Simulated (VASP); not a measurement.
The system is C.

```
C
1.0
     2.45611    0.00000    0.00000
    -1.22807    2.12705    0.00000
     0.00000    0.00000    7.17327
C
4
Direct
  0.08338 0.91662 0.75314
  0.58338 0.41662 0.24686
  0.91662 0.08338 0.24686
  0.41662 0.58338 0.75314
```

| Item | Value |
| --- | --- |
| Program | VASP 6.6.1 |
| Task | relaxation of cell and atoms |
| Functional | BLYP |
| Dispersion | D3(BJ) |
| Potentials or basis | VASP PAW PBE potentials, release 64 (C) |
| Cutoff | 600 eV |
| k mesh | 12 × 12 × 4 |
| Occupations | fermi-dirac, width 0.1 eV |
| Spin | no spin polarisation |

At the start: pressure 4.1 GPa; volume 9.37 Å³/atom.

Problem. Where does the relaxation end?

Solution. Over 14 steps the energy falls by 12.8 meV/atom and the volume is 8.62 Å³/atom (-8.0 %); space group Fmmm (No. 69, to 0.1 Å) before and after.

The path:
```tsv
step	energy change (eV)	largest force (eV/Å)	pressure (GPa)	volume (Å³)
1	0.0000	0.0238	4.06	37.48
2	0.0505	0.0797	-12.69	38.77
3	-0.0125	0.0137	-1.53	37.87
4	-0.0182	0.0347	-1.55	37.56
5	-0.0332	0.1756	-1.56	36.62
6	-0.0455	0.4634	-1.14	34.74
7	-0.0473	0.3765	-0.97	34.63
8	-0.0498	0.1183	-0.39	34.28
9	-0.0499	0.0784	-0.27	34.23
10	-0.0501	0.0704	-0.23	34.25
11	-0.0507	0.0470	0.00	34.32
12	-0.0510	0.0221	0.44	34.47
13	-0.0510	0.0205	0.37	34.44
14	-0.0511	0.0205	0.18	34.48
```

Final structure:
```xyz
4
Lattice="2.4692 0.0003 0.0000 -1.2343 2.1385 0.0000 0.0000 0.0000 6.5295" Properties=species:S:1:pos:R:3 pbc="T T T"
C    -0.9258    1.9604    4.9139
C     0.9260    0.8913    1.6156
C     2.1607    0.1785    1.6156
C     0.3089    1.2476    4.9139
```

Caveat: the PAW data sets were made with another functional, which shifts forces and pressure a little.
